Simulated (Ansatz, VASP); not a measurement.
One calculation of SiC, two programs

```
Si C
1.0
     0.00000    1.80780    1.80780
     1.80780    0.00000    1.80780
     1.80780    1.80780    0.00000
Si C
1 1
Direct
  0.00000 0.00000 0.00000
  0.50000 0.50000 0.50000
```

Change from the starting cell: volume scaled by 0.72, PAW files.

Alike in both runs: task single point; functional PBEsol; k mesh 17 × 17 × 17; occupations fermi-dirac, width 0.08 eV; no spin polarisation.

|  | VASP | Ansatz |
| --- | --- | --- |
| version | VASP 6.6.1 | Ansatz 0.2.0 |
| potentials or method | VASP PAW PBE potentials, release 64 (Si, C) | PAW with Ansatz's default frozen-core files, scalar-relativistic |
| plane-wave cutoff (eV) | 520 | 420 |
| valence electrons in the cell | 8 | 8 |

VASP gave:

| Property | Result |
| --- | --- |
| pressure (GPa) | 172.6 |

Problem. What did Ansatz give for the same quantities?

Solution. Pressure (GPa): 171.3.

VASP's potentials were made for PBE, not for PBEsol. Both programs put the cell under a high pressure, so it lies far from rest at this level.

Noted on VASP's run: the cell as given lies far from equilibrium.
